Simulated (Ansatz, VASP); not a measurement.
# MgO in VASP and in Ansatz

The input POSCAR:

```
MgO
1.0
    0.0000000000      2.1351500000      2.1351500000
    2.1351500000      0.0000000000      2.1351500000
    2.1351500000      2.1351500000      0.0000000000
Mg O
1 1
Direct
    0.0000000000      0.0000000000      0.0000000000
    0.5000000000      0.5000000000      0.5000000000
```

Contents of INCAR.step1:

```
PREC = Accurate
ENCUT = 660
ISMEAR = 0
SIGMA = 0.02
LREAL = F
LASPH = T
NELM = 120
GGA = PE
ALGO = Normal
EDIFF = 1E-5
LWAVE = T
LCHARG = F
GGA_COMPAT = F
IBRION = 2
ISIF = 3
EDIFFG = -0.005
NELMIN = 4
NSW = 100
```

INCAR.step2

```
PREC = Accurate
ENCUT = 660
EDIFF = 1E-7
ISMEAR = 0
SIGMA = 0.02
LREAL = F
LASPH = T
NELM = 120
ALGO = Normal
ISIF = 3
LWAVE = F
LCHARG = F
METAGGA = R2SCAN
LMIXTAU = T
IBRION = 2
NSW = 100
EDIFFG = -0.005
ISTART = 1
GGA_COMPAT = F
NELMIN = 4
```

File KPOINTS:

```
regular mesh
0
Gamma
  10 10 10
```

Input for Ansatz:

```yaml
crystal:
  lattice:
    - [0.0, 2.13515, 2.13515]
    - [2.13515, 0.0, 2.13515]
    - [2.13515, 2.13515, 0.0]
  atoms:
    - { symbol: Mg, position: [0.0, 0.0, 0.0] }
    - { symbol: O, position: [0.5, 0.5, 0.5] }
basis:
  ecutwfc: 500
kpoints:
  mp_grid: { grid: [10, 10, 10] }
hamiltonian:
  xc: r2scan
scf:
  occupations: { method: gaussian, width: 0.02 }
output:
  forces: true
  stress: true
  eigenvalues: true
relax:
  adjacent_minimum: "off"
  f_tol: 0.005
  max_steps: 80
  cell: { stress_tol: 0.05 }
```

Alike in both runs: task relaxation of cell and atoms; functional r2SCAN; k mesh 10 × 10 × 10; occupations gaussian, width 0.02 eV; no spin polarisation.

|  | VASP | Ansatz |
| --- | --- | --- |
| version | VASP 6.6.1 | Ansatz 0.2.0 |
| potentials or method | VASP PAW PBE potentials, release 64 (Mg_sv, O), cutoff 660 eV | scalar-relativistic, plane waves, PAW |
| valence electrons in the cell | 16 | 16 |

|  | VASP | Ansatz | Ansatz less VASP |
| --- | --- | --- | --- |
| gap on the k mesh at the Fermi level, each at its own relaxed structure (eV) | 5.73 | 5.69 | -0.040 |
| relaxed volume (Å³/atom) | 9.28 | 9.29 | +0.013 |
| relaxed cell length with the largest relative difference (Å) | 2.971 | 2.973 | +0.0014 |

VASP's potentials were made for PBE, not for r2SCAN.
